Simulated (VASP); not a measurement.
## Si2Mo: single point with PBEsol

The system is Si2Mo.

```
CELL_PARAMETERS angstrom
-1.67877 1.51130 3.91069
1.67877 -1.51130 3.91069
1.67877 1.51130 -3.91069
ATOMIC_POSITIONS crystal
Si 0.33506 0.33506 0.00000
Si 0.66494 0.66494 0.00000
Mo 0.00000 0.00000 0.00000
```

This cell differs from its parent crystal: strain +0.0525 x Voigt [1, -1, 0, 0, 0, 0].

- Program: VASP 6.6.1
- Task: single point
- Functional: PBEsol
- Potentials or basis: VASP PAW PBE potentials, release 64 (Si, Mo_sv)
- Cutoff: 520 eV
- k mesh: 20 × 20 × 20
- Occupations: gaussian, width 0.15 eV
- Spin: no spin polarisation
- Dipole correction: no
- Further INCAR settings: ALGO = Normal; EDIFF = 1e-06; NBANDS = 18

```yaml
Pressure: 1.5 GPa
Band_gap_on_the_k_mesh: zero (band 11 reaches 12.96 eV, above the bottom of band 12 at 12.19 eV)
```

Forces in eV/Å, atoms in the order of the input:
```
Si   0.000  0.000  0.002
Si   0.000  0.000 -0.002
Mo   0.000  0.000  0.000
```

Stress tensor (GPa, compression positive):
```
-13.10   0.00   0.00
  0.00  16.61   0.00
  0.00   0.00   0.85
```

Levels at points of the mesh, in eV from the Fermi level:
| k point | band 8 | band 9 | band 10 | band 11 | band 12 | band 13 | band 14 | band 15 |
| --- | --- | --- | --- | --- | --- | --- | --- | --- |
| (0.00, 0.00, 0.00) | -3.63 | -3.29 | -1.72 | 0.38 | 1.94 | 2.52 | 4.01 | 4.31 |
| (0.50, 0.00, 0.00) | -4.45 | -3.42 | -2.64 | -1.07 | 2.19 | 2.93 | 3.80 | 4.13 |
| (0.00, 0.50, 0.00) | -4.87 | -2.86 | -1.89 | -0.08 | 1.25 | 3.87 | 4.07 | 4.17 |
| (0.50, 0.50, 0.00) | -5.25 | -4.57 | -3.23 | -1.31 | 1.76 | 3.07 | 3.10 | 3.21 |
| (0.50, 0.50, 0.50) | -2.39 | -1.75 | -1.32 | -0.03 | 0.52 | 0.76 | 4.40 | 4.52 |

Run time: 7.3 min on 1 thread of Intel(R) Xeon(R) 6975P-C (Granite Rapids), on a shared host, peak memory 0.84 GiB.

Caveat: the cell differs from its parent crystal (strain +0.0525 x Voigt [1, -1, 0, 0, 0, 0]); the PAW data sets were made with another functional, which shifts forces and pressure a little.
